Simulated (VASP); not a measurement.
# Si2Sb2Se (P-3m1) in VASP: relaxation of cell and atoms with PBE

Aim: the relaxation of cell and atoms of Si2Sb2Se with PBE.

Everything below comes from runs of VASP 6.6.1. Logs are shortened: lines on timing, memory, paths and dates and some standing lists are left out, and cuts for length are marked.

## (1) The cell of the first run

It takes space group P-3m1 (No. 164, trigonal). The conventional cell has a = 3.808 Å, b = 3.808 Å, c = 9.091 Å, α = 90.00°, β = 90.00°, γ = 120.00°. Within 3.3 Å of Si (site symmetry 3m) lie 3 Si at 2.53 Å and 4 Sb at 2.91 to 3.16 Å. Within 3.9 Å of Sb (site symmetry 3m) lie 4 Si at 2.91 to 3.16 Å and 3 Se at 2.98 Å and 6 Sb at 3.81 Å. Se (site symmetry -3m) has 6 Sb at 2.98 Å and 6 Se at 3.81 Å within 3.9 Å.

The cell was generated, and may not be a known phase.

## (2) Relaxation of cell and atoms, PBE

Input file INCAR:

```
ALGO     = Normal         # electronic algorithm
EDIFF    = 1E-6           # SCF threshold, eV
EDIFFG   = -0.01          # ionic threshold
ENCUT    = 600            # plane-wave cutoff, eV
GGA      = PE             # functional
IBRION   = 2              # ionic algorithm
ISIF     = 3              # what is computed and relaxed
ISMEAR   = 0              # smearing method
LASPH    = T              # aspherical terms in the spheres
LCHARG   = F              # write CHGCAR
LREAL    = F              # projectors in reciprocal space
LWAVE    = F              # write WAVECAR
NELM     = 100            # most SCF steps
NSW      = 100            # ionic steps
PREC     = Accurate       # precision mode
SIGMA    = 0.1            # smearing width, eV
```

Input file KPOINTS:

```
k-points
0
Gamma
  12 12 4
```

Input file POSCAR:

```
Si2Sb2Se
1.0
    3.8084512096      0.0000000000      0.0000000000
   -1.9042256048      3.2982154966      0.0000000000
    0.0000000000      0.0000000000      9.0914246633
Si Sb Se
2 2 1
Direct
    0.6666666667      0.3333333333      0.5686453288
    0.3333333333      0.6666666667      0.4313546712
    0.6666666667      0.3333333333      0.2211942050
    0.3333333333      0.6666666667      0.7788057950
    0.0000000000      0.0000000000      0.0000000000
```

Potentials or basis: VASP PAW PBE potentials, release 64 (Si, Sb, Se).

Command:

```bash
$ cat potpaw_PBE.64/Si/POTCAR potpaw_PBE.64/Sb/POTCAR potpaw_PBE.64/Se/POTCAR > POTCAR
$ mpirun -np 1 vasp_std > vasp.out
```

OUTCAR:

```text
EDIFF = 1E-6
   EDIFFG = -0.01
   ENCUT = 600
   GGA = PE
   IBRION = 2
   ISIF = 3
   ISMEAR = 0
   LASPH = T
   LREAL = F
   NELM = 100
   NSW = 100
   PREC = Accurate

 ion  position               nearest neighbor table
   1  0.667  0.333  0.569-   2 2.53   2 2.53   2 2.53   4 2.91   4 2.91   4 2.91   3 3.16
   2  0.333  0.667  0.431-   1 2.53   1 2.53   1 2.53   3 2.91   3 2.91   3 2.91   4 3.16
   3  0.667  0.333  0.221-   2 2.91   2 2.91   2 2.91   5 2.98   5 2.98   5 2.98   1 3.16
   4  0.333  0.667  0.779-   1 2.91   1 2.91   1 2.91   5 2.98   5 2.98   5 2.98   2 3.16
   5  0.000  0.000  0.000-   3 2.98   4 2.98   3 2.98   4 2.98   3 2.98   4 2.98

  LATTYP: Found a hexagonal cell.
 ALAT       =     3.8084512096
 C/A-ratio  =     2.3871711000

  Lattice vectors:

 A1 = (   3.8084512096,   0.0000000000,   0.0000000000)
 A2 = (  -1.9042256048,   3.2982154966,   0.0000000000)
 A3 = (   0.0000000000,   0.0000000000,   9.0914246633)

Analysis of symmetry for initial positions (statically):
=====================================================================
 Subroutine PRICEL returns:
 Original cell was already a primitive cell.

 Routine SETGRP: Setting up the symmetry group for a
 hexagonal supercell.

 Subroutine GETGRP returns: Found 12 space group operations
 (whereof 12 operations were pure point group operations)
 out of a pool of 24 trial point group operations.

The static configuration has the point symmetry D_3d.

Analysis of symmetry for dynamics (positions and initial velocities):
=====================================================================
 Subroutine PRICEL returns:
 Original cell was already a primitive cell.

 Routine SETGRP: Setting up the symmetry group for a
 hexagonal supercell.

 Subroutine GETGRP returns: Found 12 space group operations
 (whereof 12 operations were pure point group operations)
 out of a pool of 24 trial point group operations.

The dynamic configuration has the point symmetry D_3d.

 Subroutine INISYM returns: Found 12 space group operations
 (whereof 12 operations are pure point group operations),
 and found     1 'primitive' translations

----------------------------------------------------------------------------------------

                                     Primitive cell

  volume of cell :     114.1982

  direct lattice vectors                    reciprocal lattice vectors
     3.808451210  0.000000000  0.000000000     0.262573930  0.151597129  0.000000000
    -1.904225605  3.298215497  0.000000000     0.000000000  0.303194258  0.000000000
     0.000000000  0.000000000  9.091424663     0.000000000  0.000000000  0.109993762

  length of vectors
     3.808451210  3.808451210  9.091424663     0.303194258  0.303194258  0.109993762

  position of ions in fractional coordinates (direct lattice)
     0.666666667  0.333333333  0.568645329
     0.333333333  0.666666667  0.431354671
     0.666666667  0.333333333  0.221194205
     0.333333333  0.666666667  0.778805795
     0.000000000  0.000000000  0.000000000

  ion indices of the primitive-cell ions
   primitive index   ion index
                 1           1
                 2           2
                 3           3
                 4           4
                 5           5

----------------------------------------------------------------------------------------

 KPOINTS: k-points

Automatic generation of k-mesh.
 Grid dimensions read from file:
 generate k-points for:   12   12    4

 Generating k-lattice:

  Cartesian coordinates                     Fractional coordinates (reciprocal lattice)
     0.021881161  0.012633094  0.000000000     0.083333333 -0.000000000  0.000000000
     0.000000000  0.025266188  0.000000000     0.000000000  0.083333333  0.000000000
     0.000000000  0.000000000  0.027498440     0.000000000  0.000000000  0.250000000

  Length of vectors
     0.025266188  0.025266188  0.027498440

  Shift w.r.t. Gamma in fractional coordinates (k-lattice)
     0.000000000  0.000000000  0.000000000

 Subroutine IBZKPT returns following result:
 ===========================================

 Found     69 irreducible k-points:

 Following reciprocal coordinates:
            Coordinates               Weight
  0.000000  0.000000  0.000000      1.000000
  0.083333  0.000000  0.000000      6.000000
  0.166667  0.000000  0.000000      6.000000
  0.250000  0.000000  0.000000      6.000000
  0.333333  0.000000  0.000000      6.000000
  0.416667 -0.000000  0.000000      6.000000
[... 16 lines left out ...]
  0.166667  0.000000  0.250000      6.000000
  0.000000  0.166667  0.250000      6.000000
 [... further k-points ...]
   k-points           NKPTS =     69   k-points in BZ     NKDIM =     69   number of bands    NBANDS=     16
   number of dos      NEDOS =    301   number of ions     NIONS =      5
   total plane-waves  NPLWV =  72000
   dimension x,y,z NGX =    30 NGY =   30 NGZ =   80
   dimension x,y,z NGXF=    60 NGYF=   60 NGZF=  160
   ions per type =               2   2   1
   NGX,Y,Z   is equivalent  to a cutoff of  13.10, 13.10, 14.63 a.u.
   NGXF,Y,Z  is equivalent  to a cutoff of  26.19, 26.19, 29.26 a.u.
 SYSTEM =  unknown system
   PREC   = accura    normal or accurate (medium, high low for compatibility)
   ISTART =      0    job   : 0-new  1-cont  2-samecut
   ICHARG =      2    charge: 1-file 2-atom 10-const
   ISPIN  =      1    spin polarized calculation?
   LNONCOLLINEAR =      F non collinear calculations
   LSORBIT =      F    spin-orbit coupling
   LASPH  =      T    aspherical Exc in radial PAW
   ENCUT  =  600.0 eV  44.10 Ry    6.64 a.u.   7.61  7.61 18.16*2*pi/ulx,y,z
   NELM   =    100;   NELMIN=  2; NELMDL= -5     # of ELM steps
   EDIFF  = 0.1E-05   stopping-criterion for ELM
   LREAL  =      F    real-space projection
   EDIFFG = -.1E-01   stopping-criterion for IOM
   NSW    =    100    number of steps for IOM
   IBRION =      2    ionic relax: 0-MD 1-quasi-New 2-CG
   NFREE  =      1    steps in history (QN), initial steepest desc. (CG)
   ISIF   =      3    stress and relaxation
   ISYM   =      2    0-nonsym 1-usesym 2-fastsym
   POTIM  = 0.5000    time-step for ionic-motion
   TEBEG  =    0.0;   TEEND  =   0.0 temperature during run
   PSTRESS=    0.0 pullay stress
   NELECT =      24.0000    total number of electrons
   NUPDOWN=      -1.0000    fix difference up-down
   EMIN   =  10.00;   EMAX   =-10.00  energy-range for DOS
   EFERMI =   0.00;   METHOD = LEGACY
   ISMEAR =     0;   SIGMA  =   0.10  broadening in eV -4-tet -1-fermi 0-gaus
   EFERMI_NEDOS =   21; number of points for ismear=-14 and -15
   IALGO  =     38    algorithm
   IMIX   =      4    mixing-type and parameters
     AMIX     =   0.40;   BMIX     =  1.00
     AMIX_MAG =   1.60;   BMIX_MAG =  1.00
  volume/ion in A,a.u.               =      22.84       154.13
  Fermi-wavevector in a.u.,A,eV,Ry     =   0.973327  1.839321 12.889691  0.947366
  Thomas-Fermi vector in A             =   2.103697
   LORBIT       =      0    0 simple, 1 ext, 2 COOP (PROOUT), +10 PAW based schemes
   GGA     = PE    functional components
   LHFCALC =     F    Hartree Fock is set to
   AEXX    =    0.0000 exact exchange contribution
   IVDW    =     0    specifies the selected vdW correction
   LEPSILON=     F    determine dielectric tensor
   LRPA    =     F    only Hartree local field effects (RPA)
 conjugate gradient relaxation of ions
 non-spin polarized calculation
 Gauss-broadening in eV      SIGMA  =   0.10
  energy-cutoff  :      600.00
  volume of cell :      114.20
 maximum number of plane-waves:      3852
   NGX = 15   NGY = 15   NGZ = 37

--------------------------------------- Ionic step        1  -------------------------------------------

 number of electron      23.9999999 magnetization

 Free energy of the ion-electron system (eV)
  ---------------------------------------------------
  ext. energy  EPLUGINS =         0.00000000
  ---------------------------------------------------
  free energy    TOTEN  =       -21.55544447 eV

  energy without entropy =      -21.54311475  energy(sigma->0) =      -21.54927961

------------------------ aborting loop because EDIFF is reached ----------------------------------------

  FORCE on cell =-STRESS in cart. coord.  units (eV):
  Direction    XX          YY          ZZ          XY          YZ          ZX
  --------------------------------------------------------------------------------------
  -------------------------------------------------------------------------------------
  Total       -0.4178918     -0.4178918      0.4718227      0.0000000      0.0000000     -0.0000000
  in kB       -5.8629353     -5.8629353      6.6195742      0.0000000      0.0000000     -0.0000000
  external PRESSURE =      -1.7020988 kB  Pullay stress =       0.0000000 kB
[... 98 lines left out ...]
  FREE ENERGIE OF THE ION-ELECTRON SYSTEM (eV)
  ---------------------------------------------------
  free  energy   TOTEN  =       -21.5609598313 eV

  energy  without entropy=      -21.5499842192  energy(sigma->0) =      -21.55547203

[... ionic steps 4 to 7 ...]

--------------------------------------- Ionic step        8  -------------------------------------------

 number of electron      24.0000000 magnetization

------------------------ aborting loop because EDIFF is reached ----------------------------------------

  FORCE on cell =-STRESS in cart. coord.  units (eV):
  Direction    XX          YY          ZZ          XY          YZ          ZX
  --------------------------------------------------------------------------------------
  -------------------------------------------------------------------------------------
  Total       -0.0213860     -0.0213860     -0.0297833      0.0000000      0.0000000      0.0000000
  in kB       -0.3017011     -0.3017011     -0.4201642      0.0000000      0.0000000      0.0000000
  external PRESSURE =      -0.3411888 kB  Pullay stress =       0.0000000 kB
[... 63 lines left out ...]
  energy  without entropy=      -21.5533616191  energy(sigma->0) =      -21.55887082

--------------------------------------- Ionic step       10  -------------------------------------------

 number of electron      24.0000000 magnetization

 Free energy of the ion-electron system (eV)
  ---------------------------------------------------
  ext. energy  EPLUGINS =         0.00000000
  ---------------------------------------------------
  free energy    TOTEN  =       -21.56440647 eV

  energy without entropy =      -21.55338501  energy(sigma->0) =      -21.55889574

 E-fermi :   7.3018     XC(G=0): -10.0470

 val. band max:        7.2951813990   @ k =   0.2500   0.1667   0.5000
 cond. band min:       7.3081399213   @ k =   0.0833   0.0000   0.0000
 fundamental gap:      0.0129585222
 Fermi energy:         7.3017783931

 k-point     1 :       0.0000    0.0000    0.0000
  band No.  band energies     occupation
      1      -7.1946      2.00000
      2      -4.7915      2.00000
      3      -4.0480      2.00000
      4      -0.5625      2.00000
      5       1.4987      2.00000
      6       5.8497      2.00000
[... 8 lines left out ...]
     15       9.4487      0.00000
     16       9.4487      0.00000
[... 420 lines left out ...]
  band No.  band energies     occupation
      1      -6.9264      2.00000
      2      -4.7281      2.00000
      3      -3.2137      2.00000
      4      -1.1091      2.00000
      5       2.4573      2.00000
      6       3.8808      2.00000
[... 8 lines left out ...]
     15       9.7755      0.00000
     16      10.1796      0.00000

 [... further k-points ...]
[... 5 lines left out ...]
  --------------------------------------------------------------------------------------
  -------------------------------------------------------------------------------------
  Total       -0.0071568     -0.0071568      0.0016042     -0.0000000      0.0000000      0.0000000
  in kB       -0.1009941     -0.1009941      0.0226381     -0.0000000      0.0000000      0.0000000
  external PRESSURE =      -0.0597834 kB  Pullay stress =       0.0000000 kB
[... 20 lines left out ...]
  FREE ENERGIE OF THE ION-ELECTRON SYSTEM (eV)
  ---------------------------------------------------
  free  energy   TOTEN  =       -21.5644064708 eV

  energy  without entropy=      -21.5533850103  energy(sigma->0) =      -21.55889574

 reached required accuracy - stopping structural energy minimisation
```

Wall time 6.1 min (1 thread of Intel Xeon 6975P-C (Granite Rapids), shared host); peak memory 0.39 GiB.

What came out:

| Quantity | Value |
| --- | --- |
| Free energy | -21.5644 eV |
| Relaxed volume | 22.71 Å³/atom |
| Relaxed cell | a = 3.768 Å, b = 3.768 Å, c = 9.234 Å, α = 90.00°, β = 90.00°, γ = 120.00° |
| Space group after relaxing (to 0.1 Å) | P-3m1 (No. 164) |
| Energy gained by relaxing | 1.8 meV/atom |
| Ionic steps | 10 |
| Pressure after relaxing | 0.0 GPa |
| Band gap on the k mesh | zero (bands 12 and 13 overlap by 2.70 eV) |

Forces in eV/Å, atoms in the order of the input:
```
Si   0.000  0.000  0.002
Si   0.000  0.000 -0.002
Sb   0.000  0.000 -0.003
Sb   0.000  0.000  0.003
Se   0.000  0.000  0.000
```

The path:
| step | energy change (eV) | largest force (eV/Å) | pressure (GPa) | volume (Å³) |
| --- | --- | --- | --- | --- |
| 1 | 0.0000 | 0.0198 | -0.17 | 114.20 |
| 2 | -0.0042 | 0.0452 | -0.09 | 113.79 |
| 3 | -0.0055 | 0.1005 | -0.01 | 113.44 |
| 4 | -0.0066 | 0.0818 | 0.05 | 113.34 |
| 5 | -0.0081 | 0.0421 | 0.23 | 113.06 |
| 6 | -0.0087 | 0.0381 | -0.08 | 113.59 |
| 7 | -0.0087 | 0.0382 | -0.08 | 113.57 |
| 8 | -0.0089 | 0.0216 | -0.03 | 113.57 |
| 9 | -0.0089 | 0.0104 | -0.01 | 113.57 |
| 10 | -0.0090 | 0.0025 | -0.01 | 113.54 |

Final structure:
```yaml
crystal:
  lattice:
    - [3.76802, 0.00000, 0.00000]
    - [-1.88401, 3.26321, 0.00000]
    - [0.00000, 0.00000, 9.23375]
  atoms:
    - { symbol: Si, position: [0.66667, 0.33333, 0.56538] }
    - { symbol: Si, position: [0.33333, 0.66667, 0.43462] }
    - { symbol: Sb, position: [0.66667, 0.33333, 0.22006] }
    - { symbol: Sb, position: [0.33333, 0.66667, 0.77994] }
    - { symbol: Se, position: [0.00000, 0.00000, 0.00000] }
```

Caveat: spin-orbit coupling is left out, which moves the levels of the heavy elements.
